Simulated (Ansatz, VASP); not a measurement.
One calculation of Ta, two programs

```
Ta
1.0
     2.90037    0.00000    0.00000
    -1.45019    2.51180    0.00000
     0.00000    0.00000    5.16627
Ta
2
Direct
  0.33333 0.66667 0.25000
  0.66667 0.33333 0.75000
```

Alike in both runs: task single point; functional PBE0; k mesh 6 × 6 × 3; occupations fermi-dirac, width 0.05 eV; no spin polarisation.

|  | VASP | Ansatz |
| --- | --- | --- |
| version | VASP 6.6.1 | Ansatz 0.2.0 |
| potentials or method | VASP PAW PBE potentials, release 64 (Ta_pv) | Ansatz PAW |
| plane-wave cutoff (eV) | 520 | 420 |
| valence electrons in the cell | 22 | 26 |

|  | VASP | Ansatz | Ansatz less VASP |
| --- | --- | --- | --- |
| gap on the k mesh at the Fermi level (eV) | none | none | - |
| pressure (GPa) | -5.1 | -3.8 | +1.26 |
| traceless stress, the component that is largest in VASP (GPa) | -0.06 | -0.33 | -0.278 |

A gap of «none» marks a metal or a gap that the smearing closes. VASP's potentials hold 22 valence electrons a cell and Ansatz's 26, so a difference there can come from the potentials and not from the codes.

The k mesh is coarse, so the values compare programs but aren't converged. Neither program's run includes spin-orbit coupling.
